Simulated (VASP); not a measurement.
Write the native input for VASP 6.6.1 that does the following.

```yaml
Task: single point
Functional: LDA
Potentials_or_basis: VASP PAW LDA potentials, release 64 (Tl_d)
Cutoff: 520 eV
k_mesh: 13 × 13 × 13
Occupations: fermi-dirac, width 0.05 eV
Spin: no spin polarisation
Dipole_correction: no
k_mesh_for_the_DOS: 20 × 20 × 20
Occupations_for_the_DOS: tetrahedron
Further_INCAR_settings: ALGO = Normal; EDIFF = 1e-07; NBANDS = 12
```

Tl:

```
Tl
1.0
    -1.94100    1.94100    1.94100
     1.94100   -1.94100    1.94100
     1.94100    1.94100   -1.94100
Tl
1
Direct
  0.00000 0.00000 0.00000
```

This isn't the form of Tl at room conditions, which is hcp.

One way to write it, as run:

POSCAR

```
Tl
1.0
   -1.9410000000      1.9410000000      1.9410000000
    1.9410000000     -1.9410000000      1.9410000000
    1.9410000000      1.9410000000     -1.9410000000
Tl
1
Direct
    0.0000000000      0.0000000000      0.0000000000
```

INCAR.step1

```
ALGO = Normal
EDIFF = 1E-7
ENCUT = 520
ISIF = 2
ISMEAR = -1
LASPH = T
LCHARG = T
LREAL = F
LWAVE = F
NBANDS = 12
NELM = 60
PREC = Accurate
SIGMA = 0.05
```

KPOINTS.step1

```
k-points
0
Gamma
  13 13 13
```

INCAR.step2

```
ALGO = Normal
EDIFF = 1E-7
ENCUT = 520
ICHARG = 11
ISIF = 2
ISMEAR = -5
LASPH = T
LCHARG = F
LORBIT = 11
LREAL = F
LWAVE = F
NBANDS = 12
NEDOS = 1001
NELM = 60
PREC = Accurate
SIGMA = 0.05
```

KPOINTS.step2

```
k-points
0
Gamma
  20 20 20
```

Potentials or basis: VASP PAW LDA potentials, release 64 (Tl_d).

Run with:

```bash
$ cat potpaw_LDA.64/Tl_d/POTCAR > POTCAR
$ cp INCAR.step1 INCAR
$ cp KPOINTS.step1 KPOINTS
$ mpirun -np 1 vasp_std > vasp.out
$ cp INCAR.step2 INCAR
$ cp KPOINTS.step2 KPOINTS
$ mpirun -np 1 vasp_std > vasp.out
```

It gave:

The valence electrons inside the program's atomic spheres are Tl 11.21.

Wall time 2 min on 1 thread of Intel Xeon 8259CL (shared host), peak memory 0.22 GiB.
